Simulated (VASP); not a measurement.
# ScGa3As2 (P6/mmm) in VASP: notebook

ScGa3As2 is run at these levels: PBE; tasks: relaxation of cell and atoms, single point.

All numbers are computed with VASP 6.6.1; they aren't measurements. Logs are shortened: lines on timing, memory, paths and dates and some standing lists are left out, and cuts for length are marked.

## 1. The cell of the first run

The structure is hexagonal, space group P6/mmm (No. 191). The conventional cell has a = 3.905 Å, b = 3.905 Å, c = 6.676 Å, α = 90.00°, β = 90.00°, γ = 120.00°. Sc (site symmetry 6/mmm) has 6 Ga at 2.25 Å within 3.0 Å. Ga (site symmetry -6m2) has 3 Ga at 2.25 Å and 3 Sc at 2.25 Å within 3.0 Å. Ga (site symmetry 6/mmm) has 6 As at 2.25 Å within 3.0 Å. Within 3.0 Å of As (site symmetry -6m2) lie 3 As at 2.25 Å and 3 Ga at 2.25 Å.

The cell was generated, and may not be a known phase.

## 2. Relaxation of cell and atoms, PBE

The input, INCAR:

```
SYSTEM = ScGa3As2
PREC     = Accurate       ! precision mode
ENCUT    = 600            ! plane-wave cutoff, eV
EDIFF    = 1E-7           ! SCF threshold, eV
ISMEAR   = 0              ! smearing method
SIGMA    = 0.1            ! smearing width, eV
LREAL    = .FALSE.        ! projectors in reciprocal space
LASPH    = .TRUE.         ! aspherical terms in the spheres
NELM     = 60             ! most SCF steps
ALGO     = Fast           ! electronic algorithm
ISIF     = 3              ! what is computed and relaxed
LWAVE    = .FALSE.        ! write WAVECAR
LCHARG   = .FALSE.        ! write CHGCAR
GGA      = PE             ! functional
IBRION   = 2              ! ionic algorithm
NSW      = 90             ! ionic steps
EDIFFG   = -0.04          ! ionic threshold
```

The input, KPOINTS:

```
Automatic mesh
0
G
  6 6 4
  0 0 0
```

The input, POSCAR:

```
ScGa3As2
1.0
    3.9051153500      0.0000000000      0.0000000000
   -1.9525576800      3.3819291000      0.0000000000
    0.0000000000      0.0000000000      6.6757401900
Sc Ga As
1 3 2
Direct
    0.0000000000      0.0000000000      0.5000000000
    0.3333333300      0.6666666700      0.5000000000
    0.6666666700      0.3333333300      0.5000000000
    0.0000000000      0.0000000000      0.0000000000
    0.3333333300      0.6666666700      0.0000000000
    0.6666666700      0.3333333300      0.0000000000
```

Potentials or basis: VASP PAW PBE potentials, release 64 (Sc_sv, Ga_d, As).

On the command line:

```bash
cat potpaw_PBE.64/Sc_sv/POTCAR potpaw_PBE.64/Ga_d/POTCAR potpaw_PBE.64/As/POTCAR > POTCAR
mpirun -np 1 vasp_std > vasp.out
```

OUTCAR:

```text
SYSTEM = ScGa3As2
   PREC = Accurate
   ENCUT = 600
   EDIFF = 1E-7
   ISMEAR = 0
   LREAL = .FALSE.
   LASPH = .TRUE.
   NELM = 60
   ISIF = 3
   GGA = PE
   IBRION = 2
   NSW = 90
   EDIFFG = -0.04

 ion  position               nearest neighbor table
   1  0.000  0.000  0.500-   2 2.25   3 2.25   3 2.25   2 2.25   3 2.25   2 2.25
   2  0.333  0.667  0.500-   3 2.25   3 2.25   1 2.25   1 2.25   1 2.25   3 2.25
   3  0.667  0.333  0.500-   2 2.25   2 2.25   1 2.25   1 2.25   1 2.25   2 2.25
   4  0.000  0.000  0.000-   5 2.25   6 2.25   6 2.25   5 2.25   6 2.25   5 2.25
   5  0.333  0.667  0.000-   6 2.25   6 2.25   4 2.25   4 2.25   4 2.25   6 2.25
   6  0.667  0.333  0.000-   5 2.25   5 2.25   4 2.25   4 2.25   4 2.25   5 2.25

  LATTYP: Found a hexagonal cell.
 ALAT       =     3.9051153500
 C/A-ratio  =     1.7094860437

  Lattice vectors:

 A1 = (   3.9051153500,   0.0000000000,   0.0000000000)
 A2 = (  -1.9525576800,   3.3819291000,   0.0000000000)
 A3 = (   0.0000000000,   0.0000000000,   6.6757401900)

Analysis of symmetry for initial positions (statically):
=====================================================================
 Subroutine PRICEL returns:
 Original cell was already a primitive cell.

 Routine SETGRP: Setting up the symmetry group for a
 hexagonal supercell.

 Subroutine GETGRP returns: Found 24 space group operations
 (whereof 24 operations were pure point group operations)
 out of a pool of 24 trial point group operations.

The static configuration has the point symmetry D_6h.

Analysis of symmetry for dynamics (positions and initial velocities):
=====================================================================
 Subroutine PRICEL returns:
 Original cell was already a primitive cell.

 Routine SETGRP: Setting up the symmetry group for a
 hexagonal supercell.

 Subroutine GETGRP returns: Found 24 space group operations
 (whereof 24 operations were pure point group operations)
 out of a pool of 24 trial point group operations.

The dynamic configuration has the point symmetry D_6h.

 Subroutine INISYM returns: Found 24 space group operations
 (whereof 24 operations are pure point group operations),
 and found     1 'primitive' translations

----------------------------------------------------------------------------------------

                                     Primitive cell

  volume of cell :      88.1653

  direct lattice vectors                    reciprocal lattice vectors
     3.905115350  0.000000000  0.000000000     0.256074382  0.147844614  0.000000000
    -1.952557680  3.381929100  0.000000000     0.000000000  0.295689227  0.000000000
     0.000000000  0.000000000  6.675740190     0.000000000  0.000000000  0.149796123

  length of vectors
     3.905115350  3.905115354  6.675740190     0.295689227  0.295689227  0.149796123

  position of ions in fractional coordinates (direct lattice)
     0.000000000  0.000000000  0.500000000
     0.333333330  0.666666670  0.500000000
     0.666666670  0.333333330  0.500000000
     0.000000000  0.000000000  0.000000000
     0.333333330  0.666666670  0.000000000
     0.666666670  0.333333330  0.000000000

  ion indices of the primitive-cell ions
   primitive index   ion index
                 1           1
                 2           2
                 3           3
                 4           4
                 5           5
                 6           6

----------------------------------------------------------------------------------------

 KPOINTS: Automatic mesh

Automatic generation of k-mesh.
 Grid dimensions read from file:
 generate k-points for:    6    6    4

 Generating k-lattice:

  Cartesian coordinates                     Fractional coordinates (reciprocal lattice)
     0.042679064  0.024640769  0.000000000     0.166666667  0.000000000  0.000000000
     0.000000000  0.049281538  0.000000000     0.000000000  0.166666667  0.000000000
     0.000000000  0.000000000  0.037449031     0.000000000  0.000000000  0.250000000

  Length of vectors
     0.049281538  0.049281538  0.037449031

  Shift w.r.t. Gamma in fractional coordinates (k-lattice)
     0.000000000  0.000000000  0.000000000

 Subroutine IBZKPT returns following result:
 ===========================================

 Found     21 irreducible k-points:

 Following reciprocal coordinates:
            Coordinates               Weight
  0.000000  0.000000  0.000000      1.000000
  0.166667 -0.000000  0.000000      6.000000
  0.333333 -0.000000  0.000000      6.000000
  0.500000  0.000000  0.000000      3.000000
  0.166667  0.166667  0.000000      6.000000
  0.333333  0.166667  0.000000     12.000000
[... 13 lines left out ...]
  0.333333  0.166667  0.500000     12.000000
  0.333333  0.333333  0.500000      2.000000
   k-points           NKPTS =     21   k-points in BZ     NKDIM =     21   number of bands    NBANDS=     36
   number of dos      NEDOS =    301   number of ions     NIONS =      6
   total plane-waves  NPLWV =  55296
   dimension x,y,z NGX =    32 NGY =   32 NGZ =   54
   dimension x,y,z NGXF=    64 NGYF=   64 NGZF=  108
   ions per type =               1   3   2
   NGX,Y,Z   is equivalent  to a cutoff of  13.62, 13.62, 13.45 a.u.
   NGXF,Y,Z  is equivalent  to a cutoff of  27.25, 27.25, 26.90 a.u.
 SYSTEM =  ScGa3As2
   PREC   = accura    normal or accurate (medium, high low for compatibility)
   ISTART =      0    job   : 0-new  1-cont  2-samecut
   ICHARG =      2    charge: 1-file 2-atom 10-const
   ISPIN  =      1    spin polarized calculation?
   LNONCOLLINEAR =      F non collinear calculations
   LSORBIT =      F    spin-orbit coupling
   LASPH  =      T    aspherical Exc in radial PAW
   ENCUT  =  600.0 eV  44.10 Ry    6.64 a.u.   7.80  7.80 13.33*2*pi/ulx,y,z
   NELM   =     60;   NELMIN=  2; NELMDL= -5     # of ELM steps
   EDIFF  = 0.1E-06   stopping-criterion for ELM
   LREAL  =      F    real-space projection
   EDIFFG = -.4E-01   stopping-criterion for IOM
   NSW    =     90    number of steps for IOM
   IBRION =      2    ionic relax: 0-MD 1-quasi-New 2-CG
   NFREE  =      1    steps in history (QN), initial steepest desc. (CG)
   ISIF   =      3    stress and relaxation
   ISYM   =      2    0-nonsym 1-usesym 2-fastsym
   POTIM  = 0.5000    time-step for ionic-motion
   TEBEG  =    0.0;   TEEND  =   0.0 temperature during run
   PSTRESS=    0.0 pullay stress
   NELECT =      60.0000    total number of electrons
   NUPDOWN=      -1.0000    fix difference up-down
   EMIN   =  10.00;   EMAX   =-10.00  energy-range for DOS
   EFERMI =   0.00;   METHOD = LEGACY
   ISMEAR =     0;   SIGMA  =   0.10  broadening in eV -4-tet -1-fermi 0-gaus
   EFERMI_NEDOS =   21; number of points for ismear=-14 and -15
   IALGO  =     68    algorithm
   IMIX   =      4    mixing-type and parameters
     AMIX     =   0.40;   BMIX     =  1.00
     AMIX_MAG =   1.60;   BMIX_MAG =  1.00
  volume/ion in A,a.u.               =      14.69        99.16
  Fermi-wavevector in a.u.,A,eV,Ry     =   1.439989  2.721186 28.212628  2.073570
  Thomas-Fermi vector in A             =   2.558784
   LORBIT       =      0    0 simple, 1 ext, 2 COOP (PROOUT), +10 PAW based schemes
   GGA     = PE    functional components
   LHFCALC =     F    Hartree Fock is set to
   AEXX    =    0.0000 exact exchange contribution
   IVDW    =     0    specifies the selected vdW correction
   LEPSILON=     F    determine dielectric tensor
   LRPA    =     F    only Hartree local field effects (RPA)
 conjugate gradient relaxation of ions
 non-spin polarized calculation
 RMM-DIIS sequential band-by-band and
 Gauss-broadening in eV      SIGMA  =   0.10
  energy-cutoff  :      600.00
  volume of cell :       88.17
 maximum number of plane-waves:      2976
 NGX is ok and might be reduce to    32
   NGX = 15   NGY = 15   NGZ = 27

--------------------------------------- Ionic step        1  -------------------------------------------

 number of electron      59.9999983 magnetization

 Free energy of the ion-electron system (eV)
  ---------------------------------------------------
  ext. energy  EPLUGINS =         0.00000000
  ---------------------------------------------------
  free energy    TOTEN  =       -10.07864326 eV

  energy without entropy =      -10.07020714  energy(sigma->0) =      -10.07442520

------------------------ aborting loop because EDIFF is reached ----------------------------------------

  FORCE on cell =-STRESS in cart. coord.  units (eV):
  Direction    XX          YY          ZZ          XY          YZ          ZX
  --------------------------------------------------------------------------------------
  -------------------------------------------------------------------------------------
  Total       71.3167309     71.3167310      3.5825027     -0.0000001     -0.0000000     -0.0000000
  in kB     1295.9976619   1295.9976636     65.1027479     -0.0000019     -0.0000000     -0.0000000
  external PRESSURE =     885.6993578 kB  Pullay stress =       0.0000000 kB
[... 27 lines left out ...]
--------------------------------------- Ionic step        2  -------------------------------------------

 number of electron      60.0000020 magnetization

------------------------ aborting loop EDIFF was not reached (unconverged)  ----------------------------

  FORCE on cell =-STRESS in cart. coord.  units (eV):
  Direction    XX          YY          ZZ          XY          YZ          ZX
  --------------------------------------------------------------------------------------
  -------------------------------------------------------------------------------------
  Total      -16.5758335    -16.5758336    -14.8302813      0.0000000     -0.0000000     -0.0000000
  in kB     -118.2678976   -118.2678979   -105.8134533      0.0000003     -0.0000000     -0.0000000
  external PRESSURE =    -114.1164163 kB  Pullay stress =       0.0000000 kB
[... 854 lines left out ...]
     35      39.6169      0.00000
     36      39.7464      0.00000

------------------------ aborting loop EDIFF was not reached (unconverged)  ----------------------------

  FORCE on cell =-STRESS in cart. coord.  units (eV):
  Direction    XX          YY          ZZ          XY          YZ          ZX
  --------------------------------------------------------------------------------------
  -------------------------------------------------------------------------------------
  Total       15.1189848     15.1189848     -3.3905448     -0.0000000      0.0000000     -0.0000000
  in kB      173.9694900    173.9694903    -39.0139522     -0.0000004      0.0000000     -0.0000000
  external PRESSURE =     102.9750093 kB  Pullay stress =       0.0000000 kB
[... 850 lines left out ...]
     35       4.4952      0.00000
     36       7.0759      0.00000

[... ionic steps 4 to 13 ...]

--------------------------------------- Ionic step       14  -------------------------------------------

 number of electron      59.9999997 magnetization

------------------------ aborting loop because EDIFF is reached ----------------------------------------
[... 75 lines left out ...]
--------------------------------------- Ionic step       16  -------------------------------------------

 number of electron      59.9999996 magnetization

 Free energy of the ion-electron system (eV)
  ---------------------------------------------------
  ext. energy  EPLUGINS =         0.00000000
  ---------------------------------------------------
  free energy    TOTEN  =       -23.88977137 eV

  energy without entropy =      -23.86797582  energy(sigma->0) =      -23.87887359

 E-fermi :   5.3158     XC(G=0): -10.5319

 val. band max:        5.3036371513   @ k =   0.3333   0.1667   0.0000
 cond. band min:       5.3288637961   @ k =   0.5000   0.0000   0.5000
 fundamental gap:      0.0252266448
 Fermi energy:         5.3158307601
[... 850 lines left out ...]
  FREE ENERGIE OF THE ION-ELECTRON SYSTEM (eV)
  ---------------------------------------------------
  free  energy   TOTEN  =       -23.8897713664 eV

  energy  without entropy=      -23.8679758206  energy(sigma->0) =      -23.87887359

 reached required accuracy - stopping structural energy minimisation
```

Wall time 42 min (1 thread of Intel Xeon Platinum 8488C (Sapphire Rapids), shared host); peak memory 0.29 GiB.

Results:

```yaml
Free_energy: -23.8898 eV
Relaxed_volume: 20.34 Å³/atom
Relaxed_cell: a = 5.002 Å, b = 5.002 Å, c = 5.633 Å, α = 90.00°, β = 90.00°, γ = 120.00°
Space_group_after_relaxing_to_0.1_Å: P6/mmm (No. 191)
Pressure_after_relaxing: -0.2 GPa
Band_gap_on_the_k_mesh: zero (bands 30 and 31 overlap by 2.34 eV)
```

Final structure:
```xyz
6
Lattice="5.0022 0.0000 0.0000 -2.5011 4.3320 0.0000 0.0000 0.0000 5.6328" Properties=species:S:1:pos:R:3 pbc="T T T"
Sc    0.0000    0.0000    2.8164
Ga    0.0000    2.8880    2.8164
Ga    2.5011    1.4440    2.8164
Ga    0.0000    0.0000    0.0000
As    0.0000    2.8880    0.0000
As    2.5011    1.4440    0.0000
```

Levels at points of the mesh, in eV from the Fermi level:
| k point | band 28 | band 29 | band 30 | band 31 | band 32 | band 33 |
| --- | --- | --- | --- | --- | --- | --- |
| (0.00, 0.00, 0.00) | -2.24 | -1.43 | -1.23 | -1.23 | -1.17 | 1.00 |
| (0.50, 0.00, 0.00) | -0.80 | -0.61 | 0.39 | 0.43 | 0.45 | 0.50 |
| (0.00, 0.00, 0.50) | -2.28 | -2.04 | -2.04 | -1.95 | 0.41 | 0.45 |
| (0.50, 0.00, 0.50) | -0.62 | -0.06 | 0.01 | 0.56 | 0.78 | 0.81 |

Caveat: the volume moved by over 15 % at a fixed basis, so the end points are rough.

(Part 1 of 2 ends here.)

The gap in the log of VASP goes by the Fermi energy; the results here count the filled bands.